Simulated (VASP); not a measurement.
# HfSiO4 (I4_1/amd) in VASP: single point with r2SCAN

Aim: the single point of HfSiO4 with r2SCAN.

Program: VASP 6.6.1. These are calculated values, not measurements. Logs are shortened: lines on timing, memory, paths and dates and some standing lists are left out, and cuts for length are marked.

## Step 1: The cell of the first run

Symmetry: I4_1/amd, No. 141, tetragonal system. The conventional cell has a = 6.582 Å, b = 6.582 Å, c = 6.151 Å, α = 90.00°, β = 90.00°, γ = 90.00°. Within 2.8 Å of Hf (site symmetry -4m2) lie 8 O at 2.12 to 2.32 Å. Si (site symmetry -4m2) has 4 O at 1.64 Å within 2.2 Å. O (site symmetry m) has 1 Si at 1.64 Å and 1 Hf at 2.12 Å within 2.2 Å.

## Step 2: Single point, r2SCAN (uniaxial z strain +3.0%)

File POSCAR:

```
HfSiO4
1.0
   -3.2908231527      3.2908231527      3.0753420139
    3.2908231527     -3.2908231527      3.0753420139
    3.2908231527      3.2908231527     -3.0753420139
Hf Si O
2 2 8
Direct
    0.0000000000      0.0000000000      0.0000000000
    0.7500000000      0.2500000000      0.5000000000
    0.2500000000      0.7500000000      0.5000000000
    0.5000000000      0.5000000000      0.0000000000
    0.1366417618      0.3212350672      0.8154066946
    0.0712350672      0.7558283725      0.6845933054
    0.0712350672      0.3866417618      0.3154066946
    0.5058283725      0.3212350672      0.1845933054
    0.6787649328      0.4941716275      0.8154066946
    0.6133582382      0.9287649328      0.6845933054
    0.2441716275      0.9287649328      0.3154066946
    0.6787649328      0.8633582382      0.1845933054
```

File INCAR.step1:

```
PREC = Accurate
ENCUT = 520
ISMEAR = 0
SIGMA = 0.01
LREAL = False
LASPH = True
NELM = 80
NBANDS = 50
GGA = PE
ALGO = Normal
EDIFF = 1E-4
LWAVE = True
LCHARG = False
```

File INCAR.step2:

```
PREC = Accurate
ENCUT = 520
EDIFF = 1E-7
ISMEAR = 0
SIGMA = 0.01
LREAL = False
LASPH = True
NELM = 80
ALGO = Normal
ISIF = 2
LWAVE = False
LCHARG = True
METAGGA = R2SCAN
LMIXTAU = True
LELF = True
LVHAR = True
NBANDS = 50
ISTART = 1
```

File KPOINTS:

```
Automatic mesh
0
Gamma
  6 6 6
```

Potentials or basis: VASP PAW PBE potentials, release 64 (Hf_pv, Si, O).

Run with:

```sh
cat potpaw_PBE.64/Hf_pv/POTCAR potpaw_PBE.64/Si/POTCAR potpaw_PBE.64/O/POTCAR > POTCAR
cp INCAR.step1 INCAR
mpirun -np 1 vasp_std > vasp.out
cp INCAR.step2 INCAR
mpirun -np 1 vasp_std > vasp.out
```

OUTCAR:

```text
PREC = Accurate
   ENCUT = 520
   EDIFF = 1E-7
   ISMEAR = 0
   LREAL = False
   LASPH = True
   NELM = 80
   ISIF = 2
   METAGGA = R2SCAN
   ISTART = 1

 ion  position               nearest neighbor table
   1  0.000  0.000  0.000-   7 2.12  10 2.12   6 2.12  11 2.12   8 2.32   9 2.32  12 2.32   5 2.32
                             4 3.08   4 3.08   2 3.63   2 3.63   2 3.63   2 3.63
   2  0.750  0.250  0.500-   5 2.12  12 2.12   9 2.12   8 2.12   6 2.32  11 2.32   7 2.32  10 2.32
                             3 3.08   3 3.08   1 3.63   1 3.63   1 3.63   1 3.63
   3  0.250  0.750  0.500-   6 1.64  11 1.64  10 1.64   7 1.64   2 3.08   2 3.08
   4  0.500  0.500  0.000-   8 1.64   9 1.64   5 1.64  12 1.64   1 3.08   1 3.08
   5  0.137  0.321  0.815-   4 1.64   2 2.12   1 2.32
   6  0.071  0.756  0.685-   3 1.64   1 2.12   2 2.32
   7  0.071  0.387  0.315-   3 1.64   1 2.12   2 2.32
   8  0.506  0.321  0.185-   4 1.64   2 2.12   1 2.32
   9  0.679  0.494  0.815-   4 1.64   2 2.12   1 2.32
  10  0.613  0.929  0.685-   3 1.64   1 2.12   2 2.32
  11  0.244  0.929  0.315-   3 1.64   1 2.12   2 2.32
  12  0.679  0.863  0.185-   4 1.64   2 2.12   1 2.32

  LATTYP: Found a body centered tetragonal cell.
 ALAT       =     6.5816463054
 C/A-ratio  =     0.9345205960

  Lattice vectors:

 A1 = (  -3.2908231527,   3.2908231527,   3.0753420139)
 A2 = (   3.2908231527,  -3.2908231527,   3.0753420139)
 A3 = (   3.2908231527,   3.2908231527,  -3.0753420139)

Analysis of symmetry for initial positions (statically):
=====================================================================
 Subroutine PRICEL returns:
 Original cell was already a primitive cell.

 Routine SETGRP: Setting up the symmetry group for a
 body centered tetragonal supercell.

 Subroutine GETGRP returns: Found 16 space group operations
 (whereof  8 operations were pure point group operations)
 out of a pool of 16 trial point group operations.

The static configuration has the point symmetry D_2d.
 The point group associated with its full space group is D_4h.

Analysis of symmetry for dynamics (positions and initial velocities):
=====================================================================
 Subroutine PRICEL returns:
 Original cell was already a primitive cell.

 Routine SETGRP: Setting up the symmetry group for a
 body centered tetragonal supercell.

 Subroutine GETGRP returns: Found 16 space group operations
 (whereof  8 operations were pure point group operations)
 out of a pool of 16 trial point group operations.

The dynamic configuration has the point symmetry D_2d.
 The point group associated with its full space group is D_4h.

 Subroutine INISYM returns: Found 16 space group operations
 (whereof  8 operations are pure point group operations),
 and found     1 'primitive' translations

----------------------------------------------------------------------------------------

                                     Primitive cell

  volume of cell :     133.2179

  direct lattice vectors                    reciprocal lattice vectors
    -3.290823153  3.290823153  3.075342014     0.000000000  0.151937669  0.162583543
     3.290823153 -3.290823153  3.075342014     0.151937669  0.000000000  0.162583543
     3.290823153  3.290823153 -3.075342014     0.151937669  0.151937669  0.000000000

  length of vectors
     5.578240094  5.578240094  5.578240094     0.222527445  0.222527445  0.214872313

  position of ions in fractional coordinates (direct lattice)
     0.000000000  0.000000000  0.000000000
     0.750000000  0.250000000  0.500000000
     0.250000000  0.750000000  0.500000000
     0.500000000  0.500000000  0.000000000
     0.136641762  0.321235067  0.815406695
     0.071235067  0.755828372  0.684593305
     0.071235067  0.386641762  0.315406695
     0.505828372  0.321235067  0.184593305
     0.678764933  0.494171628  0.815406695
     0.613358238  0.928764933  0.684593305
     0.244171628  0.928764933  0.315406695
     0.678764933  0.863358238  0.184593305

  ion indices of the primitive-cell ions
   primitive index   ion index
                 1           1
                 2           2
                 3           3
                 4           4
                 5           5
                 6           6
                 7           7
                 8           8
                 9           9
                10          10
                11          11
                12          12

----------------------------------------------------------------------------------------

 KPOINTS: Automatic mesh

Automatic generation of k-mesh.
 Grid dimensions read from file:
 generate k-points for:    6    6    6

 Generating k-lattice:

  Cartesian coordinates                     Fractional coordinates (reciprocal lattice)
     0.000000000  0.025322945  0.027097257     0.166666667 -0.000000000  0.000000000
     0.025322945  0.000000000  0.027097257    -0.000000000  0.166666667  0.000000000
     0.025322945  0.025322945  0.000000000     0.000000000  0.000000000  0.166666667

  Length of vectors
     0.037087907  0.037087907  0.035812052

  Shift w.r.t. Gamma in fractional coordinates (k-lattice)
     0.000000000  0.000000000  0.000000000

 Subroutine IBZKPT returns following result:
 ===========================================

 Found     30 irreducible k-points:

 Following reciprocal coordinates:
            Coordinates               Weight
  0.000000  0.000000  0.000000      1.000000
  0.166667  0.000000 -0.000000      8.000000
  0.333333 -0.000000  0.000000      8.000000
  0.500000  0.000000  0.000000      4.000000
  0.166667  0.166667  0.000000      8.000000
  0.333333  0.166667  0.000000     16.000000
[... 16 lines left out ...]
 -0.333333 -0.333333  0.166667      8.000000
 -0.166667 -0.333333  0.166667      8.000000
 [... further k-points ...]
   k-points           NKPTS =     30   k-points in BZ     NKDIM =     30   number of bands    NBANDS=     50
   number of dos      NEDOS =    301   number of ions     NIONS =     12
   total plane-waves  NPLWV =  74088
   dimension x,y,z NGX =    42 NGY =   42 NGZ =   42
   dimension x,y,z NGXF=    84 NGYF=   84 NGZF=   84
   ions per type =               2   2   8
   NGX,Y,Z   is equivalent  to a cutoff of  12.52, 12.52, 12.52 a.u.
   NGXF,Y,Z  is equivalent  to a cutoff of  25.03, 25.03, 25.03 a.u.
 SYSTEM =  unknown system
   PREC   = accura    normal or accurate (medium, high low for compatibility)
   ISTART =      1    job   : 0-new  1-cont  2-samecut
   ICHARG =      0    charge: 1-file 2-atom 10-const
   ISPIN  =      1    spin polarized calculation?
   LNONCOLLINEAR =      F non collinear calculations
   LSORBIT =      F    spin-orbit coupling
   LASPH  =      T    aspherical Exc in radial PAW
   ENCUT  =  520.0 eV  38.22 Ry    6.18 a.u.  10.37 10.37 10.37*2*pi/ulx,y,z
   NELM   =     80;   NELMIN=  2; NELMDL=  0     # of ELM steps
   EDIFF  = 0.1E-06   stopping-criterion for ELM
   LREAL  =      F    real-space projection
   EDIFFG = 0.1E-05   stopping-criterion for IOM
   NSW    =      0    number of steps for IOM
   IBRION =     -1    ionic relax: 0-MD 1-quasi-New 2-CG
   NFREE  =      0    steps in history (QN), initial steepest desc. (CG)
   ISIF   =      2    stress and relaxation
   ISYM   =      2    0-nonsym 1-usesym 2-fastsym
   POTIM  = 0.5000    time-step for ionic-motion
   TEBEG  =    0.0;   TEEND  =   0.0 temperature during run
   PSTRESS=    0.0 pullay stress
   NELECT =      76.0000    total number of electrons
   NUPDOWN=      -1.0000    fix difference up-down
   EMIN   =  10.00;   EMAX   =-10.00  energy-range for DOS
   EFERMI =   0.00;   METHOD = LEGACY
   ISMEAR =     0;   SIGMA  =   0.01  broadening in eV -4-tet -1-fermi 0-gaus
   EFERMI_NEDOS =   21; number of points for ismear=-14 and -15
   IALGO  =     38    algorithm
   IMIX   =      4    mixing-type and parameters
     AMIX     =   0.40;   BMIX     =  1.00
     AMIX_MAG =   1.60;   BMIX_MAG =  1.00
  volume/ion in A,a.u.               =      11.10        74.92
  Fermi-wavevector in a.u.,A,eV,Ry     =   1.357767  2.565807 25.082759  1.843531
  Thomas-Fermi vector in A             =   2.484657
   LORBIT       =      0    0 simple, 1 ext, 2 COOP (PROOUT), +10 PAW based schemes
   METAGGA = R2SCAN    functional components
   LHFCALC =     F    Hartree Fock is set to
   AEXX    =    0.0000 exact exchange contribution
   IVDW    =     0    specifies the selected vdW correction
   LEPSILON=     F    determine dielectric tensor
   LRPA    =     F    only Hartree local field effects (RPA)
 non-spin polarized calculation
 Gauss-broadening in eV      SIGMA  =   0.01
  energy-cutoff  :      520.00
  volume of cell :      133.22
 maximum number of plane-waves:      3611
 NGX is ok and might be reduce to    42
   NGX = 21   NGY = 21   NGZ = 21

 number of electron      75.9999997 magnetization

 Free energy of the ion-electron system (eV)
  ---------------------------------------------------
  ext. energy  EPLUGINS =         0.00000000
  ---------------------------------------------------
  free energy    TOTEN  =      -197.44055138 eV

  energy without entropy =     -197.44055138  energy(sigma->0) =     -197.44055138

 E-fermi :   2.7735     XC(G=0): -11.5592

 val. band max:        2.6479930722   @ k =   0.0000   0.0000   0.0000
 cond. band min:       8.4369641805   @ k =   0.5000   0.5000   0.0000
 fundamental gap:      5.7889711083
 Fermi energy:         2.7734558966

 k-point     1 :       0.0000    0.0000    0.0000
  band No.  band energies     occupation
      1     -27.8319      2.00000
      2     -27.8319      2.00000
      3     -27.7689      2.00000
      4     -27.7550      2.00000
      5     -27.6801      2.00000
      6     -27.6801      2.00000
[... 42 lines left out ...]
     49      12.2032      0.00000
     50      13.0091      0.00000

 k-point     2 :       0.1667    0.0000   -0.0000
  band No.  band energies     occupation
      1     -27.8333      2.00000
      2     -27.8314      2.00000
      3     -27.7648      2.00000
      4     -27.7591      2.00000
      5     -27.6826      2.00000
      6     -27.6789      2.00000
[... 42 lines left out ...]
     49      12.1264      0.00000
     50      12.9297      0.00000

 k-point     3 :       0.3333   -0.0000    0.0000
  band No.  band energies     occupation
      1     -27.8360      2.00000
      2     -27.8262      2.00000
      3     -27.7863      2.00000
      4     -27.7369      2.00000
      5     -27.6921      2.00000
      6     -27.6765      2.00000
[... 42 lines left out ...]
     49      12.0246      0.00000
     50      12.7793      0.00000

 k-point     4 :       0.5000    0.0000    0.0000
  band No.  band energies     occupation
      1     -27.8373      2.00000
      2     -27.8159      2.00000
      3     -27.8046      2.00000
      4     -27.7155      2.00000
      5     -27.7073      2.00000
      6     -27.6754      2.00000
[... 999 lines left out ...]
 k-point    23 :      -0.3333   -0.3333    0.1667
  band No.  band energies     occupation
      1     -27.8425      2.00000
      2     -27.8330      2.00000
      3     -27.7670      2.00000
      4     -27.7586      2.00000
      5     -27.6807      2.00000
      6     -27.6732      2.00000
[... 42 lines left out ...]
     49      12.4103      0.00000
     50      12.8470      0.00000

 k-point    24 :      -0.1667   -0.3333    0.1667
  band No.  band energies     occupation
      1     -27.8375      2.00000
      2     -27.8360      2.00000
      3     -27.7690      2.00000
      4     -27.7580      2.00000
      5     -27.6788      2.00000
      6     -27.6752      2.00000
[... 42 lines left out ...]
     49      11.7371      0.00000
     50      12.8328      0.00000

 [... further k-points ...]

------------------------ aborting loop because EDIFF is reached ----------------------------------------

  FORCE on cell =-STRESS in cart. coord.  units (eV):
  Direction    XX          YY          ZZ          XY          YZ          ZX
  --------------------------------------------------------------------------------------
  -------------------------------------------------------------------------------------
  Total       -5.2842972     -5.2842972    -12.1061672      0.0000000      0.0000000      0.0000000
  in kB      -63.5528919    -63.5528919   -145.5977787      0.0000000      0.0000000      0.0000000
  external PRESSURE =     -90.9011875 kB  Pullay stress =       0.0000000 kB

 VOLUME and BASIS-vectors are now :
 -----------------------------------------------------------------------------
  energy-cutoff  :      520.00
  volume of cell :      133.22
      direct lattice vectors                 reciprocal lattice vectors
    -3.290823153  3.290823153  3.075342014     0.000000000  0.151937669  0.162583543
     3.290823153 -3.290823153  3.075342014     0.151937669  0.000000000  0.162583543
     3.290823153  3.290823153 -3.075342014     0.151937669  0.151937669  0.000000000

 POSITION                                       TOTAL-FORCE (eV/Angst)
 -----------------------------------------------------------------------------------
      0.00000      0.00000      0.00000        -0.000000      0.000000     -0.000000
      0.00000      3.29082      1.53767        -0.000000      0.000000     -0.000000
      3.29082      0.00000      1.53767         0.000000      0.000000     -0.000000
      0.00000      0.00000      3.07534        -0.000000      0.000000     -0.000000
      3.29082      2.07590     -1.09953        -0.000000     -0.157716     -0.142264
      4.50575      0.00000      0.43814         0.157716      0.000000     -0.142264
      2.07590      0.00000      0.43814        -0.157716     -0.000000     -0.142264
      0.00000      1.21493      1.97582         0.000000      0.157716     -0.142264
      2.07590      3.29082      1.09953        -0.157716      0.000000      0.142264
      3.29082      1.21493      2.63720         0.000000      0.157716      0.142264
      3.29082     -1.21493      2.63720        -0.000000     -0.157716      0.142264
      1.21493     -0.00000      4.17487         0.157716      0.000000      0.142264
 -----------------------------------------------------------------------------------
    total drift:                               -0.000000     -0.000000      0.000000

  FREE ENERGIE OF THE ION-ELECTRON SYSTEM (eV)
  ---------------------------------------------------
  free  energy   TOTEN  =      -197.4405513818 eV

  energy  without entropy=     -197.4405513818  energy(sigma->0) =     -197.44055138
```

It took 14 min on 1 thread of AMD EPYC 7R13 (Zen 3), shared host; peak memory 0.35 GiB.

What came out:

* Free energy: -197.4406 eV
* Pressure: -9.1 GPa
* Largest force: 0.212 eV/Å
* Band gap on the k mesh: 5.79 eV (least direct gap 6.21 eV)

Forces in eV/Å, atoms in the order of the input:
```
Hf   0.000  0.000  0.000
Hf   0.000  0.000  0.000
Si   0.000  0.000  0.000
Si   0.000  0.000  0.000
O    0.000 -0.158 -0.142
O    0.158  0.000 -0.142
O   -0.158  0.000 -0.142
O    0.000  0.158 -0.142
O   -0.158  0.000  0.142
O    0.000  0.158  0.142
O    0.000 -0.158  0.142
O    0.158  0.000  0.142
```

Stress tensor (GPa, compression positive):
```
 -6.36   0.00   0.00
  0.00  -6.36   0.00
  0.00   0.00 -14.56
```

Caveat: the cell differs from its parent crystal (uniaxial z strain +3.0%); the stress differs along the axes, from -15 to -6 GPa; the PAW data sets were made with another functional, which shifts forces and pressure a little; spin-orbit coupling is left out, which moves the levels of the heavy elements. A k mesh can miss the band edges.
